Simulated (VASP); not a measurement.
# BiTe (I4mm) in VASP: a series of runs

The runs below take BiTe through single point, with PBE.

Everything below comes from runs of VASP 6.6.1. Logs are shortened: lines on timing, memory, paths and dates and some standing lists are left out, and cuts for length are marked.

### 1 The cell of the first run

Symmetry: I4mm, No. 107, tetragonal system. The conventional cell has a = 4.575 Å, b = 4.575 Å, c = 6.470 Å, α = 90.00°, β = 90.00°, γ = 90.00°. Bi (site symmetry 4mm) has 6 Te at 3.06 to 3.41 Å within 4.0 Å. Te (site symmetry 4mm) has 6 Bi at 3.06 to 3.41 Å within 4.0 Å.

### 2 Single point, PBE

The input, INCAR:

```
ALGO = Normal ; EDIFF = 1E-7
ENCUT = 520 ; GGA = PE
ISIF = 2 ; ISMEAR = 0
LASPH = True ; LCHARG = True
LELF = True ; LREAL = False
LVHAR = True ; LWAVE = False
NBANDS = 18 ; NELM = 100
PREC = Accurate ; SIGMA = 0.15
```

The input, KPOINTS:

```
k-points
0
Gamma
  14 14 14
```

The input, POSCAR:

```
BiTe
1.0
    0.0000000000      3.2350000000      3.2350000000
    3.2350000000      0.0000000000      3.2350000000
    3.2350000000      3.2350000000      0.0000000000
Bi Te
1 1
Direct
   -0.0270479134     -0.0270479134      0.0270479134
    0.5000000000      0.5000000000      0.5000000000
```

Potentials or basis: VASP PAW PBE potentials, release 64 (Bi_d, Te).

Started as:

```
> cat potpaw_PBE.64/Bi_d/POTCAR potpaw_PBE.64/Te/POTCAR > POTCAR
> mpirun -np 1 vasp_std > vasp.out
```

OUTCAR:

```text
EDIFF = 1E-7
   ENCUT = 520
   GGA = PE
   ISIF = 2
   ISMEAR = 0
   LASPH = True
   LREAL = False
   NELM = 100
   PREC = Accurate

 ion  position               nearest neighbor table
   1  0.973  0.973  0.027-   2 3.06   2 3.24   2 3.24   2 3.24   2 3.24   2 3.41
   2  0.500  0.500  0.500-   1 3.06   1 3.24   1 3.24   1 3.24   1 3.24   1 3.41

  LATTYP: Found a face centered cubic cell.
 ALAT       =     6.4700000000

  Lattice vectors:

 A1 = (   0.0000000000,   3.2350000000,   3.2350000000)
 A2 = (   3.2350000000,   0.0000000000,   3.2350000000)
 A3 = (   3.2350000000,   3.2350000000,   0.0000000000)

Analysis of symmetry for initial positions (statically):
=====================================================================
 Subroutine PRICEL returns:
 Original cell was already a primitive cell.

 Routine SETGRP: Setting up the symmetry group for a
 face centered cubic supercell.

 Subroutine GETGRP returns: Found  8 space group operations
 (whereof  8 operations were pure point group operations)
 out of a pool of 48 trial point group operations.

The static configuration has the point symmetry C_4v.

Analysis of symmetry for dynamics (positions and initial velocities):
=====================================================================
 Subroutine PRICEL returns:
 Original cell was already a primitive cell.

 Routine SETGRP: Setting up the symmetry group for a
 face centered cubic supercell.

 Subroutine GETGRP returns: Found  8 space group operations
 (whereof  8 operations were pure point group operations)
 out of a pool of 48 trial point group operations.

The dynamic configuration has the point symmetry C_4v.

 Subroutine INISYM returns: Found  8 space group operations
 (whereof  8 operations are pure point group operations),
 and found     1 'primitive' translations

----------------------------------------------------------------------------------------

                                     Primitive cell

  volume of cell :      67.7100

  direct lattice vectors                    reciprocal lattice vectors
     0.000000000  3.235000000  3.235000000    -0.154559505  0.154559505  0.154559505
     3.235000000  0.000000000  3.235000000     0.154559505 -0.154559505  0.154559505
     3.235000000  3.235000000  0.000000000     0.154559505  0.154559505 -0.154559505

  length of vectors
     4.574980874  4.574980874  4.574980874     0.267704916  0.267704916  0.267704916

  position of ions in fractional coordinates (direct lattice)
     0.972952087  0.972952087  0.027047913
     0.500000000  0.500000000  0.500000000

  ion indices of the primitive-cell ions
   primitive index   ion index
                 1           1
                 2           2

----------------------------------------------------------------------------------------

 KPOINTS: k-points

Automatic generation of k-mesh.
 Grid dimensions read from file:
 generate k-points for:   14   14   14

 Generating k-lattice:

  Cartesian coordinates                     Fractional coordinates (reciprocal lattice)
    -0.011039965  0.011039965  0.011039965     0.071428571  0.000000000  0.000000000
     0.011039965 -0.011039965  0.011039965     0.000000000  0.071428571  0.000000000
     0.011039965  0.011039965 -0.011039965     0.000000000  0.000000000  0.071428571

  Length of vectors
     0.019121780  0.019121780  0.019121780

  Shift w.r.t. Gamma in fractional coordinates (k-lattice)
     0.000000000  0.000000000  0.000000000

 Subroutine IBZKPT returns following result:
 ===========================================

 Found    244 irreducible k-points:

 Following reciprocal coordinates:
            Coordinates               Weight
  0.000000  0.000000  0.000000      1.000000
  0.071429  0.000000  0.000000      8.000000
  0.142857  0.000000  0.000000      8.000000
  0.214286  0.000000  0.000000      8.000000
  0.285714  0.000000  0.000000      8.000000
  0.357143  0.000000  0.000000      8.000000
[... 16 lines left out ...]
 -0.428571  0.071429  0.000000      8.000000
  0.000000 -0.428571  0.071429     16.000000
 [... further k-points ...]
   k-points           NKPTS =    244   k-points in BZ     NKDIM =    244   number of bands    NBANDS=     18
   number of dos      NEDOS =    301   number of ions     NIONS =      2
   total plane-waves  NPLWV =  46656
   dimension x,y,z NGX =    36 NGY =   36 NGZ =   36
   dimension x,y,z NGXF=    72 NGYF=   72 NGZF=   72
   ions per type =               1   1
   NGX,Y,Z   is equivalent  to a cutoff of  13.08, 13.08, 13.08 a.u.
   NGXF,Y,Z  is equivalent  to a cutoff of  26.16, 26.16, 26.16 a.u.
 SYSTEM =  unknown system
   PREC   = accura    normal or accurate (medium, high low for compatibility)
   ISTART =      0    job   : 0-new  1-cont  2-samecut
   ICHARG =      2    charge: 1-file 2-atom 10-const
   ISPIN  =      1    spin polarized calculation?
   LNONCOLLINEAR =      F non collinear calculations
   LSORBIT =      F    spin-orbit coupling
   LASPH  =      T    aspherical Exc in radial PAW
   ENCUT  =  520.0 eV  38.22 Ry    6.18 a.u.   8.51  8.51  8.51*2*pi/ulx,y,z
   NELM   =    100;   NELMIN=  2; NELMDL= -5     # of ELM steps
   EDIFF  = 0.1E-06   stopping-criterion for ELM
   LREAL  =      F    real-space projection
   EDIFFG = 0.1E-05   stopping-criterion for IOM
   NSW    =      0    number of steps for IOM
   IBRION =     -1    ionic relax: 0-MD 1-quasi-New 2-CG
   NFREE  =      0    steps in history (QN), initial steepest desc. (CG)
   ISIF   =      2    stress and relaxation
   ISYM   =      2    0-nonsym 1-usesym 2-fastsym
   POTIM  = 0.5000    time-step for ionic-motion
   TEBEG  =    0.0;   TEEND  =   0.0 temperature during run
   PSTRESS=    0.0 pullay stress
   NELECT =      21.0000    total number of electrons
   NUPDOWN=      -1.0000    fix difference up-down
   EMIN   =  10.00;   EMAX   =-10.00  energy-range for DOS
   EFERMI =   0.00;   METHOD = LEGACY
   ISMEAR =     0;   SIGMA  =   0.15  broadening in eV -4-tet -1-fermi 0-gaus
   EFERMI_NEDOS =   21; number of points for ismear=-14 and -15
   IALGO  =     38    algorithm
   IMIX   =      4    mixing-type and parameters
     AMIX     =   0.40;   BMIX     =  1.00
     AMIX_MAG =   1.60;   BMIX_MAG =  1.00
  volume/ion in A,a.u.               =      33.86       228.46
  Fermi-wavevector in a.u.,A,eV,Ry     =   1.108146  2.094092 16.707785  1.227988
  Thomas-Fermi vector in A             =   2.244669
   LORBIT       =      0    0 simple, 1 ext, 2 COOP (PROOUT), +10 PAW based schemes
   GGA     = PE    functional components
   LHFCALC =     F    Hartree Fock is set to
   AEXX    =    0.0000 exact exchange contribution
   IVDW    =     0    specifies the selected vdW correction
   LEPSILON=     F    determine dielectric tensor
   LRPA    =     F    only Hartree local field effects (RPA)
 non-spin polarized calculation
 Gauss-broadening in eV      SIGMA  =   0.15
  energy-cutoff  :      520.00
  volume of cell :       67.71
 maximum number of plane-waves:      1845
 NGX is ok and might be reduce to    36
   NGX = 17   NGY = 17   NGZ = 17

 number of electron      21.0000000 magnetization

 Free energy of the ion-electron system (eV)
  ---------------------------------------------------
  ext. energy  EPLUGINS =         0.00000000
  ---------------------------------------------------
  free energy    TOTEN  =        -7.14053132 eV

  energy without entropy =       -7.12461368  energy(sigma->0) =       -7.13257250

 E-fermi :   6.7164     XC(G=0):  -9.4297

 val. band max:        6.7095325855   @ k =   0.2857   0.1429   0.0000
 cond. band min:       6.7168458283   @ k =   0.1429   0.0714   0.4286
 fundamental gap:      0.0073132429
 Fermi energy:         6.7163931742

 k-point     1 :       0.0000    0.0000    0.0000
  band No.  band energies     occupation
      1     -16.5033      2.00000
      2     -16.4926      2.00000
      3     -16.4926      2.00000
      4     -16.4834      2.00000
      5     -16.4807      2.00000
      6      -6.9049      2.00000
[... 10 lines left out ...]
     17      12.7351      0.00000
     18      13.1885      0.00000

 k-point     2 :       0.0714    0.0000    0.0000
  band No.  band energies     occupation
      1     -16.5034      2.00000
      2     -16.4925      2.00000
      3     -16.4924      2.00000
      4     -16.4835      2.00000
      5     -16.4805      2.00000
      6      -6.8594      2.00000
[... 10 lines left out ...]
     17      13.0683      0.00000
     18      13.5480      0.00000

 k-point     3 :       0.1429    0.0000    0.0000
  band No.  band energies     occupation
      1     -16.5039      2.00000
      2     -16.4920      2.00000
      3     -16.4917      2.00000
      4     -16.4838      2.00000
      5     -16.4798      2.00000
      6      -6.7238      2.00000
[... 10 lines left out ...]
     17      13.8793      0.00000
     18      14.3025      0.00000

 k-point     4 :       0.2143    0.0000    0.0000
  band No.  band energies     occupation
      1     -16.5047      2.00000
      2     -16.4914      2.00000
      3     -16.4911      2.00000
      4     -16.4839      2.00000
      5     -16.4789      2.00000
      6      -6.5003      2.00000
[... 10 lines left out ...]
     17      14.9077      0.00000
     18      15.2809      0.00000

 k-point     5 :       0.2857    0.0000    0.0000
  band No.  band energies     occupation
      1     -16.5057      2.00000
      2     -16.4909      2.00000
      3     -16.4907      2.00000
      4     -16.4836      2.00000
      5     -16.4778      2.00000
      6      -6.1935      2.00000
[... 10 lines left out ...]
     17      15.8660      0.00000
     18      16.4145      0.00000

 k-point     6 :       0.3571    0.0000    0.0000
  band No.  band energies     occupation
      1     -16.5066      2.00000
      2     -16.4911      2.00000
      3     -16.4900      2.00000
      4     -16.4828      2.00000
      5     -16.4768      2.00000
      6      -5.8125      2.00000
[... 10 lines left out ...]
     17      16.0596      0.00000
     18      17.3660      0.00000

 k-point     7 :       0.4286    0.0000    0.0000
  band No.  band energies     occupation
      1     -16.5072      2.00000
      2     -16.4915      2.00000
      3     -16.4896      2.00000
      4     -16.4821      2.00000
      5     -16.4761      2.00000
      6      -5.3824      2.00000
[... 10 lines left out ...]
     17      15.3029      0.00000
     18      16.5470      0.00000

 k-point     8 :       0.5000    0.0000    0.0000
  band No.  band energies     occupation
      1     -16.5074      2.00000
      2     -16.4916      2.00000
      3     -16.4894      2.00000
      4     -16.4818      2.00000
      5     -16.4758      2.00000
      6      -5.0821      2.00000
[... 10 lines left out ...]
     17      14.8447      0.00000
     18      15.8326      0.00000
[... 229 lines left out ...]
     17      15.3530      0.00000
     18      16.3723      0.00000

 k-point    20 :       0.0000    0.4286    0.0714
  band No.  band energies     occupation
      1     -16.5067      2.00000
      2     -16.4914      2.00000
      3     -16.4898      2.00000
      4     -16.4829      2.00000
      5     -16.4758      2.00000
      6      -5.5017      2.00000
[... 10 lines left out ...]
     17      15.3643      0.00000
     18      16.3990      0.00000

 k-point    21 :       0.5000    0.0714    0.0000
  band No.  band energies     occupation
      1     -16.5079      2.00000
      2     -16.4911      2.00000
      3     -16.4891      2.00000
      4     -16.4818      2.00000
      5     -16.4762      2.00000
      6      -5.1007      2.00000
[... 10 lines left out ...]
     17      14.9543      0.00000
     18      15.8995      0.00000

 k-point    22 :       0.0000    0.5000    0.0714
  band No.  band energies     occupation
      1     -16.5072      2.00000
      2     -16.4916      2.00000
      3     -16.4894      2.00000
      4     -16.4823      2.00000
      5     -16.4755      2.00000
      6      -5.1099      2.00000
[... 10 lines left out ...]
     17      14.9950      0.00000
     18      15.9270      0.00000

 k-point    23 :      -0.4286    0.0714    0.0000
  band No.  band energies     occupation
      1     -16.5074      2.00000
      2     -16.4911      2.00000
      3     -16.4894      2.00000
      4     -16.4823      2.00000
      5     -16.4758      2.00000
      6      -5.2181      2.00000
[... 10 lines left out ...]
     17      15.2973      0.00000
     18      16.3022      0.00000

 k-point    24 :       0.0000   -0.4286    0.0714
  band No.  band energies     occupation
      1     -16.5073      2.00000
      2     -16.4915      2.00000
      3     -16.4893      2.00000
      4     -16.4822      2.00000
      5     -16.4759      2.00000
      6      -5.2162      2.00000
[... 10 lines left out ...]
     17      15.3075      0.00000
     18      16.2841      0.00000

 [... further k-points ...]
[... 5 lines left out ...]
  --------------------------------------------------------------------------------------
  -------------------------------------------------------------------------------------
  Total        0.4191081      0.4191081      0.7448165      0.0000000      0.0000000      0.0000000
  in kB        9.9170800      9.9170800     17.6241037      0.0000000      0.0000000      0.0000000
  external PRESSURE =      12.4860879 kB  Pullay stress =       0.0000000 kB

 VOLUME and BASIS-vectors are now :
 -----------------------------------------------------------------------------
  energy-cutoff  :      520.00
  volume of cell :       67.71
      direct lattice vectors                 reciprocal lattice vectors
     0.000000000  3.235000000  3.235000000    -0.154559505  0.154559505  0.154559505
     3.235000000  0.000000000  3.235000000     0.154559505 -0.154559505  0.154559505
     3.235000000  3.235000000  0.000000000     0.154559505  0.154559505 -0.154559505

 POSITION                                       TOTAL-FORCE (eV/Angst)
 -----------------------------------------------------------------------------------
      3.23500      3.23500      6.29500         0.000000      0.000000      0.465403
      3.23500      3.23500      3.23500         0.000000      0.000000     -0.465403
 -----------------------------------------------------------------------------------
    total drift:                               -0.000000     -0.000000     -0.000146

  FREE ENERGIE OF THE ION-ELECTRON SYSTEM (eV)
  ---------------------------------------------------
  free  energy   TOTEN  =        -7.1405313169 eV

  energy  without entropy=       -7.1246136786  energy(sigma->0) =       -7.13257250
```

Wall time 1.9 min (1 thread of Intel Xeon 6975P-C (Granite Rapids), shared host); peak memory 0.43 GiB.

Results:

| Quantity | Value |
| --- | --- |
| Free energy | -7.1405 eV |
| Pressure | 1.2 GPa |
| Largest force | 0.465 eV/Å |
| Band gap on the k mesh | zero (an odd number of electrons rules out a gap without spin polarisation) |

Forces in eV/Å, atoms in the order of the input:
```
Bi   0.000  0.000  0.465
Te   0.000  0.000 -0.465
```

Levels at points of the mesh, in eV from the Fermi level:
| k point | band 8 | band 9 | band 10 | band 11 | band 12 | band 13 |
| --- | --- | --- | --- | --- | --- | --- |
| (0.00, 0.00, 0.00) | -2.70 | -2.57 | -2.57 | 1.95 | 1.95 | 2.15 |
| (0.50, 0.00, 0.00) | -2.20 | -2.01 | -1.74 | -0.79 | -0.65 | -0.44 |
| (0.50, 0.50, 0.00) | -5.65 | -4.08 | -4.08 | 2.19 | 3.54 | 3.54 |
| (0.00, 0.50, 0.50) | -5.72 | -4.10 | -4.04 | 1.89 | 3.60 | 3.79 |

Caveat: the cell differs from its parent crystal (all Bi atoms moved +0.175 Å, as atom 1 towards its neighbour atom 2 (Te) at 3.235 Å); spin-orbit coupling is left out, which moves the levels of the heavy elements.

### 3 Single point, PBE

The input, INCAR:

```
PREC = Accurate
ENCUT = 520
EDIFF = 1E-7
ISMEAR = 0
SIGMA = 0.15
LREAL = False
LASPH = True
NELM = 80
ALGO = Normal
ISIF = 2
LWAVE = False
LCHARG = True
GGA = PE
LELF = True
LVHAR = True
NBANDS = 18
```

The input, KPOINTS:

```
Automatic mesh
0
Gamma
  14 14 14
```

POSCAR: that of step 2 with these lines changed.

```diff
@@ -8,3 +8,3 @@
 Direct
-   -0.0270479134     -0.0270479134      0.0270479134
+   -0.0193199382     -0.0193199382      0.0193199382
     0.5000000000      0.5000000000      0.5000000000
```

Potentials or basis: VASP PAW PBE potentials, release 64 (Bi_d, Te).

Started as:

```
> cat potpaw_PBE.64/Bi_d/POTCAR potpaw_PBE.64/Te/POTCAR > POTCAR
> mpirun -np 1 vasp_std > vasp.out
```

Run time: 98 s. Hardware: 1 thread of Intel Xeon 6975P-C (Granite Rapids), shared host; peak memory 0.43 GiB.

It converged, with:

```
Free energy            : -7.1602 eV
Pressure               : 1.0 GPa
Largest force          : 0.321 eV/Å
Band gap on the k mesh : zero (an odd number of electrons rules out a gap without spin polarisation)
```

Forces on the atoms (eV/Å):
```
Bi   0.000  0.000  0.321
Te   0.000  0.000 -0.321
```

Stress tensor (GPa, compression positive):
```
0.85 0.00 0.00
0.00 0.85 0.00
0.00 0.00 1.25
```

Levels at points of the mesh, in eV from the Fermi level:
| k point | band 7 | band 8 | band 9 | band 10 | band 11 | band 12 | band 13 | band 14 |
| --- | --- | --- | --- | --- | --- | --- | --- | --- |
| (0.00, 0.00, 0.00) | -8.16 | -2.63 | -2.57 | -2.57 | 2.04 | 2.04 | 2.14 | 4.64 |
| (0.50, 0.00, 0.00) | -11.21 | -2.08 | -1.97 | -1.68 | -0.81 | -0.65 | -0.53 | 7.19 |
| (0.50, 0.50, 0.00) | -10.06 | -5.66 | -4.05 | -4.05 | 2.21 | 3.56 | 3.56 | 4.95 |
| (0.00, 0.50, 0.50) | -9.98 | -5.70 | -4.07 | -4.03 | 2.04 | 3.59 | 3.70 | 4.91 |

Caveat: the cell differs from its parent crystal (all Bi atoms moved +0.125 Å, as atom 1 towards its neighbour atom 2 (Te) at 3.235 Å); spin-orbit coupling is left out, which moves the levels of the heavy elements.
